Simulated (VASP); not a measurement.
# Al (P6_3/mmc) in VASP: further runs, part 2 of 2

VASP 6.6.1. The steps go on from the part before.

## 4. Single point, PBE0

This run uses another cell than the first one, of 15.67 Å³/atom, 0.887 times its volume.

POSCAR reads:

```
Al
1.0
    2.7550421937      0.0000000000      0.0000000000
   -1.3775210968      2.3859365282      0.0000000000
    0.0000000000      0.0000000000      4.7674986532
Al
2
Direct
    0.3333333333      0.6666666667      0.2500000000
    0.6666666667      0.3333333333      0.7500000000
```

INCAR.step1 reads:

```
SYSTEM = Al
PREC = Accurate
ENCUT = 520
EDIFF = 1E-5
ISMEAR = -1
SIGMA = 0.05
LREAL = .False.
LASPH = .True.
NELM = 60
ALGO = Normal
ISIF = 2
LWAVE = .True.
LCHARG = .False.
GGA = PE
NBANDS = 10
```

INCAR.step2 reads:

```
SYSTEM = Al
PREC = Accurate
ENCUT = 520
EDIFF = 1E-6
ISMEAR = -1
SIGMA = 0.05
LREAL = .False.
LASPH = .True.
NELM = 60
ALGO = Normal
ISIF = 2
LWAVE = .False.
LCHARG = .False.
GGA = PE
LHFCALC = .True.
AEXX = 0.25
PRECFOCK = Normal
ISTART = 1
NBANDS = 10
```

KPOINTS reads:

```
Automatic mesh
0
Gamma
  6 6 4
  0 0 0
```

Started as:

```console
cat potpaw_PBE.64/Al/POTCAR > POTCAR
cp INCAR.step1 INCAR
mpirun -np 1 vasp_std > vasp.out
cp INCAR.step2 INCAR
mpirun -np 1 vasp_std > vasp.out
```

It took 3 min on 1 thread of AMD EPYC 9R45 (Zen 5), shared host; peak memory 0.12 GiB.

It converged, with:

```
Free energy            : -8.7248 eV
Pressure               : 4.8 GPa
Band gap on the k mesh : zero (band 3 reaches 13.19 eV, above the bottom of band 4 at 4.59 eV)
```

Stress tensor (GPa, compression positive):
```
6.04 0.00 0.00
0.00 6.04 0.00
0.00 0.00 2.37
```

Levels at points of the mesh, in eV from the Fermi level:
| k point | band 1 | band 2 | band 3 | band 4 | band 5 | band 6 |
| --- | --- | --- | --- | --- | --- | --- |
| (0.00, 0.00, 0.00) | -13.42 | -6.23 | -6.17 | 13.00 | 13.57 | 13.57 |
| (0.50, 0.00, 0.00) | -6.22 | -6.21 | 1.08 | 1.24 | 1.97 | 2.15 |
| (0.00, 0.00, 0.50) | -11.61 | -11.61 | 3.23 | 3.23 | 14.49 | 14.49 |
| (0.50, 0.00, 0.50) | -4.88 | -4.88 | -3.82 | -3.82 | 8.86 | 8.86 |

Caveat: the k points lie up to 0.44 Å⁻¹ apart; the PAW data sets were made with another functional, which shifts forces and pressure a little.

## 5. Single point, HSE06

This run uses another cell than the first one, of 16.00 Å³/atom, 0.906 times its volume.

POSCAR reads:

```
Al
1.0
    2.7744445386      0.0000000000      0.0000000000
   -1.3872222692      2.4027394518      0.0000000000
    0.0000000000      0.0000000000      4.8010736936
Al
2
Direct
    0.3333333333      0.6666666667      0.2500000000
    0.6666666667      0.3333333333      0.7500000000
```

INCAR.step1 reads:

```
SYSTEM = Al
PREC = Accurate
ENCUT = 520
EDIFF = 1E-5
ISMEAR = -1
SIGMA = 0.05
LREAL = .FALSE.
LASPH = .TRUE.
NELM = 80
ALGO = Normal
ISIF = 2
LWAVE = .TRUE.
LCHARG = .FALSE.
NBANDS = 10
GGA = PE
```

INCAR.step2 reads:

```
SYSTEM = Al
PREC = Accurate
ENCUT = 520
EDIFF = 1E-7
ISMEAR = -1
SIGMA = 0.05
LREAL = .FALSE.
LASPH = .TRUE.
NELM = 80
ALGO = Normal
ISIF = 2
LWAVE = .FALSE.
LCHARG = .FALSE.
GGA = PE
LHFCALC = .TRUE.
HFSCREEN = 0.2079
PRECFOCK = Normal
NBANDS = 10
ISTART = 1
```

KPOINTS reads:

```
regular mesh
0
G
  6 6 4
  0 0 0
```

Started as:

```console
cat potpaw_PBE.64/Al/POTCAR > POTCAR
cp INCAR.step1 INCAR
mpirun -np 1 vasp_std > vasp.out
cp INCAR.step2 INCAR
mpirun -np 1 vasp_std > vasp.out
```

It took 4 min on 1 thread of AMD EPYC 9R45 (Zen 5), shared host; peak memory 0.22 GiB.

Results (log left out):

| Item | Value |
| --- | --- |
| Free energy | -8.1243 eV |
| Pressure | 3.4 GPa |
| Band gap on the k mesh | zero (band 3 reaches 12.55 eV, above the bottom of band 4 at 4.79 eV) |

Stress tensor (GPa, compression positive):
```
4.60 0.00 0.00
0.00 4.60 0.00
0.00 0.00 1.01
```

Levels at points of the mesh, in eV from the Fermi level:
```
           k point  band 1  band 2  band 3  band 4  band 5  band 6  band 7
(0.00, 0.00, 0.00)  -12.83   -5.78   -5.64   12.47   12.94   12.94   13.04
(0.50, 0.00, 0.00)   -5.76   -5.72    0.81    0.90    1.71    1.77    7.28
(0.00, 0.00, 0.50)  -11.04  -11.04    2.87    2.87   13.93   13.93   13.93
(0.50, 0.00, 0.50)   -4.41   -4.41   -3.42   -3.42    8.40    8.40    8.73
```

Caveat: the k points lie up to 0.44 Å⁻¹ apart; the PAW data sets were made with another functional, which shifts forces and pressure a little.

## 6. Single point, PBE0

This run uses another cell than the first one, of 16.00 Å³/atom, 0.906 times its volume.

POSCAR is that of step 5.

INCAR.step1 reads:

```
SYSTEM = Al
  ALGO = Normal
  EDIFF = 1E-5
  ENCUT = 520
  GGA = PE
  ISIF = 2
  ISMEAR = -1
  LASPH = .True.
  LCHARG = .False.
  LREAL = .False.
  LWAVE = .True.
  NBANDS = 10
  NELM = 100
  PREC = Accurate
  SIGMA = 0.05
```

INCAR.step2 reads:

```
SYSTEM = Al
  AEXX = 0.25
  ALGO = Normal
  EDIFF = 1E-6
  ENCUT = 520
  GGA = PE
  ISIF = 2
  ISMEAR = -1
  ISTART = 1
  LASPH = .True.
  LCHARG = .False.
  LHFCALC = .True.
  LREAL = .False.
  LWAVE = .False.
  NBANDS = 10
  NELM = 100
  PREC = Accurate
  PRECFOCK = Normal
  SIGMA = 0.05
```

KPOINTS reads:

```
k-points
0
Gamma
  6 6 4
  0 0 0
```

Potentials or basis: VASP PAW PBE potentials, release 64 (Al).

Started as:

```console
cat potpaw_PBE.64/Al/POTCAR > POTCAR
cp INCAR.step1 INCAR
mpirun -np 1 vasp_std > vasp.out
cp INCAR.step2 INCAR
mpirun -np 1 vasp_std > vasp.out
```

Wall time 3.3 min (1 thread of AMD EPYC 9R45 (Zen 5), shared host); peak memory 0.13 GiB.

It converged, with:

```yaml
Free_energy: -8.7431 eV
Pressure: 3.5 GPa
Band_gap_on_the_k_mesh: zero (band 3 reaches 12.93 eV, above the bottom of band 4 at 4.39 eV)
```

Stress tensor (GPa, compression positive):
```
5.06 0.00 0.00
0.00 5.06 0.00
0.00 0.00 0.53
```

Levels at points of the mesh, in eV from the Fermi level:
```tsv
k point	band 1	band 2	band 3	band 4	band 5	band 6	band 7	band 8
(0.00, 0.00, 0.00)	-13.39	-6.32	-6.19	12.76	13.23	13.23	13.33	13.33
(0.50, 0.00, 0.00)	-6.31	-6.26	0.96	1.06	1.88	1.95	7.56	9.28
(0.00, 0.00, 0.50)	-11.60	-11.60	3.07	3.07	14.21	14.21	14.21	14.21
(0.50, 0.00, 0.50)	-4.92	-4.92	-3.93	-3.93	8.68	8.68	9.02	9.02
```

Caveat: the k points lie up to 0.44 Å⁻¹ apart; the PAW data sets were made with another functional, which shifts forces and pressure a little.

## 7. Overview

```csv
level,cell,k mesh,grid for exact exchange (PRECFOCK),screening parameter,gap on the mesh (eV),pressure (GPa)
PBE,"a = 2.868, b = 2.868, c = 4.962 Å, angles 90.0, 90.0, 120.0°, 2 atoms",11 × 11 × 6,-,-,none,-3.8
HSE06,"a = 2.755, b = 2.755, c = 4.767 Å, angles 90.0, 90.0, 120.0°, 2 atoms",6 × 6 × 4,Normal,0.2079 1/Å,none,5.3
PBE0,"a = 2.755, b = 2.755, c = 4.767 Å, angles 90.0, 90.0, 120.0°, 2 atoms",6 × 6 × 4,Normal,-,none,4.8
HSE06,"a = 2.774, b = 2.774, c = 4.801 Å, angles 90.0, 90.0, 120.0°, 2 atoms",6 × 6 × 4,Normal,0.2079 1/Å,none,3.4
PBE0,"a = 2.774, b = 2.774, c = 4.801 Å, angles 90.0, 90.0, 120.0°, 2 atoms",6 × 6 × 4,Normal,-,none,3.5
```

Alike in all rows: task single point; potentials or basis VASP PAW PBE potentials, release 64 (Al); no spin polarisation; cutoff (eV) 520; smearing fermi-dirac 0.05 eV.

Caveats: some runs use coarse meshes; the PAW data sets were made with another functional, which shifts forces and pressure a little (some runs).

Absolute energies hang on the potentials; compare differences alone.
